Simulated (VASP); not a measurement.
## SnSe: single point with r2SCAN

SnSe:

```
CELL_PARAMETERS angstrom
0.00000 3.07866 3.07866
3.07866 0.00000 3.07866
3.07866 3.07866 0.00000
ATOMIC_POSITIONS crystal
Sn 0.00000 0.00000 0.00000
Se 0.50000 0.50000 0.50000
```

* Program: VASP 6.6.1
* Task: single point
* Functional: r2SCAN
* Potentials or basis: VASP PAW PBE potentials, release 64 (Sn_d, Se)
* Cutoff: 520 eV
* k mesh: 6 × 6 × 6
* Occupations: gaussian, width 0.01 eV
* Spin: no spin polarisation
* Dipole correction: no
* Further INCAR settings: ALGO = Normal; EDIFF = 1e-06; NBANDS = 17

```json
{
  "Pressure": "-3.5 GPa",
  "Band gap on the k mesh": "0.16 eV"
}
```

Levels at points of the mesh, in eV from the valence-band top:
| k point | band 8 | band 9 | band 10 | band 11 | band 12 | band 13 |
| --- | --- | --- | --- | --- | --- | --- |
| (0.00, 0.00, 0.00) | -2.47 | -2.47 | -2.47 | 4.06 | 4.06 | 4.06 |
| (0.50, 0.00, 0.00) | -2.22 | -2.22 | 0.00 | 0.16 | 1.14 | 1.14 |
| (0.50, 0.50, 0.00) | -5.51 | -3.81 | -3.81 | 3.30 | 5.04 | 5.04 |

It took 91 s on 1 thread of Intel Xeon 8259CL, with other jobs on the host, peak memory 0.19 GiB.

Caveat: the cell stands under tension; the PAW data sets were made with another functional, which shifts forces and pressure a little; spin-orbit coupling is left out, which moves the levels of the heavy elements. A k mesh can miss the band edges.
